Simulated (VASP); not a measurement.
Set up this calculation in VASP 6.6.1, as the native input.

| Item | Value |
| --- | --- |
| Task | single point |
| Functional | PBE |
| Potentials or basis | VASP PAW PBE potentials, release 64 (Na_pv, Al, O) |
| Cutoff | 520 eV |
| k mesh | 4 × 4 × 4 |
| Occupations | gaussian, width 0.1 eV |
| Spin | no spin polarisation |
| Dipole correction | no |
| Further INCAR settings | ALGO = Normal; EDIFF = 1e-06; NBANDS = 21 |

The structure of Na2Al2O lies in POSCAR:

```
Na2Al2O
1.0
    3.5211221723      0.0000000000      0.0000000000
    0.0000000000      3.5211221723      0.0000000000
    0.0000000000      0.0000000000      8.8181979508
Na Al O
2 2 1
Direct
    0.0000000000      0.0000000000      0.6376256817
    0.0000000000      0.0000000000      0.3623743183
    0.0000000000      0.5000000000      0.0000000000
    0.5000000000      0.0000000000      0.0000000000
    0.5000000000      0.5000000000      0.5000000000
```

The cell was generated, and may not be a known phase.

The input as run:

INCAR

```
PREC = Accurate
ENCUT = 520
EDIFF = 1E-6
ISMEAR = 0
SIGMA = 0.1
LREAL = F
LASPH = T
NELM = 100
ALGO = Normal
ISIF = 2
LWAVE = F
LCHARG = F
GGA = PE
NBANDS = 21
```

KPOINTS

```
Automatic mesh
0
Gamma
  4 4 4
```

Potentials or basis: VASP PAW PBE potentials, release 64 (Na_pv, Al, O).

Command:

```bash
$ cat potpaw_PBE.64/Na_pv/POTCAR potpaw_PBE.64/Al/POTCAR potpaw_PBE.64/O/POTCAR > POTCAR
$ mpirun -np 1 vasp_std > vasp.out
```

Results of the run:

```json
{
 "Pressure": "0.0 GPa",
 "Largest force": "0.007 eV/Å",
 "Band gap on the k mesh": "zero (bands 13 and 14 overlap by 1.67 eV)"
}
```

Caveat: the k points lie up to 0.45 Å⁻¹ apart, too coarse for converged energies and pressures of a metal.

Wall time 58 s on 1 thread of Intel(R) Xeon(R) Platinum 8488C (Sapphire Rapids), with other jobs on the host, peak memory 0.23 GiB.
